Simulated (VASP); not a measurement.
# AlRhC4N4 (P-43m) in VASP: single point with PBE

Aim: the single point of AlRhC4N4 with PBE.

All numbers are computed with VASP 6.6.1; they aren't measurements. Logs are shortened: lines on timing, memory, paths and dates and some standing lists are left out, and cuts for length are marked.

## (1) The cell of the first run

Symmetry: P-43m, No. 215, cubic system. Conventional cell: a = 5.834 Å, b = 5.834 Å, c = 5.834 Å, α = 90.00°, β = 90.00°, γ = 90.00°. Al (site symmetry -43m) has 4 C at 1.88 Å within 2.5 Å. Within 2.7 Å of Rh (site symmetry -43m) lie 4 N at 2.01 Å. Within 1.6 Å of C (site symmetry 3m) lie 1 N at 1.17 Å. N (site symmetry 3m) has 1 C at 1.17 Å within 1.6 Å.

## (2) Single point, PBE, collinear spin, ferromagnetic start

INCAR

```
PREC = Accurate
ENCUT = 520
EDIFF = 1E-6
ISMEAR = 0
SIGMA = 0.1
LREAL = False
LASPH = True
NELM = 150
ALGO = Normal
ISIF = 2
LWAVE = False
LCHARG = False
ISPIN = 2
MAGMOM = 0 1 0 0 0 0 0 0 0 0
LORBIT = 11
LMAXMIX = 4
GGA = PE
NBANDS = 42
```

KPOINTS

```
regular mesh
0
Gamma
  4 4 4
```

POSCAR

```
AlRhC4N4
1.0
    5.8341244700      0.0000000000      0.0000000000
    0.0000000000      5.8341244700      0.0000000000
    0.0000000000      0.0000000000      5.8341244700
Al Rh C N
1 1 4 4
Direct
    0.0000000000      0.0000000000      0.0000000000
    0.5000000000      0.5000000000      0.5000000000
    0.1855517100      0.1855517100      0.1855517100
    0.1855517100      0.8144482900      0.8144482900
    0.8144482900      0.1855517100      0.8144482900
    0.8144482900      0.8144482900      0.1855517100
    0.3013359700      0.3013359700      0.3013359700
    0.3013359700      0.6986640300      0.6986640300
    0.6986640300      0.3013359700      0.6986640300
    0.6986640300      0.6986640300      0.3013359700
```

Potentials or basis: VASP PAW PBE potentials, release 64 (Al, Rh_pv, C, N).

Command:

```
$ cat potpaw_PBE.64/Al/POTCAR potpaw_PBE.64/Rh_pv/POTCAR potpaw_PBE.64/C/POTCAR potpaw_PBE.64/N/POTCAR > POTCAR
$ mpirun -np 1 vasp_std > vasp.out
```

OUTCAR:

```text
PREC = Accurate
   ENCUT = 520
   EDIFF = 1E-6
   ISMEAR = 0
   LREAL = False
   LASPH = True
   NELM = 150
   ISIF = 2
   ISPIN = 2
   LORBIT = 11
   GGA = PE

 ion  position               nearest neighbor table
   1  0.000  0.000  0.000-   3 1.88   4 1.88   5 1.88   6 1.88
   2  0.500  0.500  0.500-   7 2.01   8 2.01   9 2.01  10 2.01
   3  0.186  0.186  0.186-   7 1.17   1 1.88
   4  0.186  0.814  0.814-   8 1.17   1 1.88
   5  0.814  0.186  0.814-   9 1.17   1 1.88
   6  0.814  0.814  0.186-  10 1.17   1 1.88
   7  0.301  0.301  0.301-   3 1.17   2 2.01
   8  0.301  0.699  0.699-   4 1.17   2 2.01
   9  0.699  0.301  0.699-   5 1.17   2 2.01
  10  0.699  0.699  0.301-   6 1.17   2 2.01

  LATTYP: Found a simple cubic cell.
 ALAT       =     5.8341244700

  Lattice vectors:

 A1 = (   5.8341244700,   0.0000000000,   0.0000000000)
 A2 = (   0.0000000000,   5.8341244700,   0.0000000000)
 A3 = (   0.0000000000,   0.0000000000,   5.8341244700)

Analysis of symmetry for initial positions (statically):
=====================================================================
 Subroutine PRICEL returns:
 Original cell was already a primitive cell.

 Routine SETGRP: Setting up the symmetry group for a
 simple cubic supercell.

 Subroutine GETGRP returns: Found 24 space group operations
 (whereof 24 operations were pure point group operations)
 out of a pool of 48 trial point group operations.

The static configuration has the point symmetry T_d .

Analysis of symmetry for dynamics (positions and initial velocities):
=====================================================================
 Subroutine PRICEL returns:
 Original cell was already a primitive cell.

 Routine SETGRP: Setting up the symmetry group for a
 simple cubic supercell.

 Subroutine GETGRP returns: Found 24 space group operations
 (whereof 24 operations were pure point group operations)
 out of a pool of 48 trial point group operations.

The dynamic configuration has the point symmetry T_d .

Analysis of structural, dynamic, and magnetic symmetry:
=====================================================================
 Subroutine PRICEL returns:
 Original cell was already a primitive cell.

 Routine SETGRP: Setting up the symmetry group for a
 simple cubic supercell.

 Subroutine GETGRP returns: Found 24 space group operations
 (whereof 24 operations were pure point group operations)
 out of a pool of 48 trial point group operations.

The overall configuration has the point symmetry T_d .

 Subroutine INISYM returns: Found 24 space group operations
 (whereof 24 operations are pure point group operations),
 and found     1 'primitive' translations

----------------------------------------------------------------------------------------

                                     Primitive cell

  volume of cell :     198.5761

  direct lattice vectors                    reciprocal lattice vectors
     5.834124470  0.000000000  0.000000000     0.171405325  0.000000000  0.000000000
     0.000000000  5.834124470  0.000000000     0.000000000  0.171405325  0.000000000
     0.000000000  0.000000000  5.834124470     0.000000000  0.000000000  0.171405325

  length of vectors
     5.834124470  5.834124470  5.834124470     0.171405325  0.171405325  0.171405325

  position of ions in fractional coordinates (direct lattice)
     0.000000000  0.000000000  0.000000000
     0.500000000  0.500000000  0.500000000
     0.185551710  0.185551710  0.185551710
     0.185551710  0.814448290  0.814448290
     0.814448290  0.185551710  0.814448290
     0.814448290  0.814448290  0.185551710
     0.301335970  0.301335970  0.301335970
     0.301335970  0.698664030  0.698664030
     0.698664030  0.301335970  0.698664030
[... 54 lines left out ...]
   number of dos      NEDOS =    301   number of ions     NIONS =     10
   total plane-waves  NPLWV = 110592
   dimension x,y,z NGX =    48 NGY =   48 NGZ =   48
   dimension x,y,z NGXF=    96 NGYF=   96 NGZF=   96
   ions per type =               1   1   4   4
   NGX,Y,Z   is equivalent  to a cutoff of  13.68, 13.68, 13.68 a.u.
   NGXF,Y,Z  is equivalent  to a cutoff of  27.36, 27.36, 27.36 a.u.
 SYSTEM =  unknown system
   PREC   = accura    normal or accurate (medium, high low for compatibility)
   ISTART =      0    job   : 0-new  1-cont  2-samecut
   ICHARG =      2    charge: 1-file 2-atom 10-const
   ISPIN  =      2    spin polarized calculation?
   LNONCOLLINEAR =      F non collinear calculations
   LSORBIT =      F    spin-orbit coupling
   LASPH  =      T    aspherical Exc in radial PAW
   ENCUT  =  520.0 eV  38.22 Ry    6.18 a.u.  10.85 10.85 10.85*2*pi/ulx,y,z
   NELM   =    150;   NELMIN=  2; NELMDL= -5     # of ELM steps
   EDIFF  = 0.1E-05   stopping-criterion for ELM
   LREAL  =      F    real-space projection
   EDIFFG = 0.1E-04   stopping-criterion for IOM
   NSW    =      0    number of steps for IOM
   IBRION =     -1    ionic relax: 0-MD 1-quasi-New 2-CG
   NFREE  =      0    steps in history (QN), initial steepest desc. (CG)
   ISIF   =      2    stress and relaxation
   ISYM   =      2    0-nonsym 1-usesym 2-fastsym
   POTIM  = 0.5000    time-step for ionic-motion
   TEBEG  =    0.0;   TEEND  =   0.0 temperature during run
   PSTRESS=    0.0 pullay stress
   NELECT =      54.0000    total number of electrons
   NUPDOWN=      -1.0000    fix difference up-down
   EMIN   =  10.00;   EMAX   =-10.00  energy-range for DOS
   EFERMI =   0.00;   METHOD = LEGACY
   ISMEAR =     0;   SIGMA  =   0.10  broadening in eV -4-tet -1-fermi 0-gaus
   EFERMI_NEDOS =   21; number of points for ismear=-14 and -15
   IALGO  =     38    algorithm
   IMIX   =      4    mixing-type and parameters
     AMIX     =   0.40;   BMIX     =  1.00
     AMIX_MAG =   1.60;   BMIX_MAG =  1.00
  volume/ion in A,a.u.               =      19.86       134.01
  Fermi-wavevector in a.u.,A,eV,Ry     =   1.060630  2.004299 15.305671  1.124935
  Thomas-Fermi vector in A             =   2.196017
   LORBIT       =     11    0 simple, 1 ext, 2 COOP (PROOUT), +10 PAW based schemes
   GGA     = PE    functional components
   LHFCALC =     F    Hartree Fock is set to
   AEXX    =    0.0000 exact exchange contribution
   IVDW    =     0    specifies the selected vdW correction
   LEPSILON=     F    determine dielectric tensor
   LRPA    =     F    only Hartree local field effects (RPA)
 spin polarized calculation
 Gauss-broadening in eV      SIGMA  =   0.10
  energy-cutoff  :      520.00
  volume of cell :      198.58
 maximum number of plane-waves:      5400
 NGX is ok and might be reduce to    48
   NGX = 21   NGY = 21   NGZ = 21

 number of electron      54.0000000 magnetization       1.9999308

 Free energy of the ion-electron system (eV)
  ---------------------------------------------------
  ext. energy  EPLUGINS =         0.00000000
  ---------------------------------------------------
  free energy    TOTEN  =       -76.43358501 eV

  energy without entropy =      -76.39014617  energy(sigma->0) =      -76.41186559

 E-fermi :   0.6410     XC(G=0):  -7.3295

 val. band max:        0.6333696237   @ k =   0.2500   0.2500   0.2500
 cond. band min:       0.6681201409   @ k =   0.2500   0.2500   0.0000
 fundamental gap:      0.0347505172
 Fermi energy:         0.6410068405

 spin component 1

 k-point     1 :       0.0000    0.0000    0.0000
  band No.  band energies     occupation
      1     -46.6613      1.00000
      2     -46.6613      1.00000
      3     -46.6613      1.00000
      4     -18.1804      1.00000
      5     -18.0491      1.00000
      6     -18.0491      1.00000
[... 409 lines left out ...]
     38       7.0417      0.00000
     39       7.0417      0.00000
 Fermi energy:         0.6410068405

 spin component 2

 k-point     1 :       0.0000    0.0000    0.0000
  band No.  band energies     occupation
      1     -45.5014      1.00000
      2     -45.5014      1.00000
      3     -45.5014      1.00000
      4     -18.1088      1.00000
      5     -17.9769      1.00000
      6     -17.9769      1.00000
[... 409 lines left out ...]
     38       7.1207      0.00000
     39       7.1207      0.00000
 [bands above 39 left out]

------------------------ aborting loop because EDIFF is reached ----------------------------------------

  FORCE on cell =-STRESS in cart. coord.  units (eV):
  Direction    XX          YY          ZZ          XY          YZ          ZX
  --------------------------------------------------------------------------------------
  -------------------------------------------------------------------------------------
  Total        5.9242109      5.9242109      5.9242109      0.0000000      0.0000000      0.0000000
  in kB       47.7984726     47.7984726     47.7984726      0.0000000      0.0000000      0.0000000
  external PRESSURE =      47.7984726 kB  Pullay stress =       0.0000000 kB

 VOLUME and BASIS-vectors are now :
 -----------------------------------------------------------------------------
  energy-cutoff  :      520.00
  volume of cell :      198.58
      direct lattice vectors                 reciprocal lattice vectors
     5.834124470  0.000000000  0.000000000     0.171405325  0.000000000  0.000000000
     0.000000000  5.834124470  0.000000000     0.000000000  0.171405325  0.000000000
     0.000000000  0.000000000  5.834124470     0.000000000  0.000000000  0.171405325

 POSITION                                       TOTAL-FORCE (eV/Angst)
 -----------------------------------------------------------------------------------
      0.00000      0.00000      0.00000        -0.000000     -0.000000     -0.000000
      2.91706      2.91706      2.91706        -0.000000     -0.000000     -0.000000
      1.08253      1.08253      1.08253         0.690357      0.690357      0.690357
      1.08253      4.75159      4.75159         0.690357     -0.690357     -0.690357
      4.75159      1.08253      4.75159        -0.690357      0.690357     -0.690357
      4.75159      4.75159      1.08253        -0.690357     -0.690357      0.690357
      1.75803      1.75803      1.75803        -0.020535     -0.020535     -0.020535
      1.75803      4.07609      4.07609        -0.020535      0.020535      0.020535
      4.07609      1.75803      4.07609         0.020535     -0.020535      0.020535
      4.07609      4.07609      1.75803         0.020535      0.020535     -0.020535
 -----------------------------------------------------------------------------------
    total drift:                                0.000000      0.000000      0.000000

  FREE ENERGIE OF THE ION-ELECTRON SYSTEM (eV)
  ---------------------------------------------------
  free  energy   TOTEN  =       -76.4335850102 eV

  energy  without entropy=      -76.3901461747  energy(sigma->0) =      -76.41186559

 total charge

# of ion       s       p       d       tot
------------------------------------------
    1        0.385   0.513   0.000   0.898
    2        0.309   6.330   7.011  13.650
    3        0.959   1.708   0.000   2.667
    4        0.959   1.708   0.000   2.667
    5        0.959   1.708   0.000   2.667
    6        0.959   1.708   0.000   2.667
    7        1.303   2.556   0.000   3.859
    8        1.303   2.556   0.000   3.859
    9        1.303   2.556   0.000   3.859
   10        1.303   2.556   0.000   3.859
--------------------------------------------------
tot          9.743  23.898   7.011  40.652

 magnetization (x)

# of ion       s       p       d       tot
------------------------------------------
    1        0.000   0.000   0.000   0.001
    2        0.006   0.066   1.383   1.454
    3        0.004   0.030   0.000   0.035
    4        0.004   0.030   0.000   0.035
    5        0.004   0.030   0.000   0.035
    6        0.004   0.030   0.000   0.035
    7        0.011   0.020   0.000   0.031
    8        0.011   0.020   0.000   0.031
    9        0.011   0.020   0.000   0.031
   10        0.011   0.020   0.000   0.031
--------------------------------------------------
tot          0.069   0.267   1.383   1.718
```

Run time: 4.4 min. Hardware: 1 thread of Intel Xeon Platinum 8259CL at 2.50GHz (Skylake/Cascade Lake), shared host; peak memory 0.47 GiB.

What came out:

| Item | Value |
| --- | --- |
| Free energy | -76.4336 eV |
| Pressure | 4.8 GPa |
| Largest force | 1.196 eV/Å |
| Band gap on the k mesh | zero (filled and empty bands overlap) |
| Net moment | 2.00 μB per cell |
| Site moments | Al +0.00; Rh +1.45; C +0.04; N +0.03 μB |
| Valence electrons inside the program's atomic spheres | Al 0.90; Rh 13.65; C 2.67; N 3.86 |

Forces in eV/Å, atoms in the order of the input:
```
Al   0.000  0.000  0.000
Rh   0.000  0.000  0.000
C    0.690  0.690  0.690
C    0.690 -0.690 -0.690
C   -0.690  0.690 -0.690
C   -0.690 -0.690  0.690
N   -0.021 -0.021 -0.021
N   -0.021  0.021  0.021
N    0.021 -0.021  0.021
N    0.021  0.021 -0.021
```

Caveat: the cell stands under pressure; forces of over 1 eV/Å act on the atoms, so gaps and moduli don't describe the material at rest.

The gap in the log of VASP goes by the Fermi energy; the results here count the filled bands.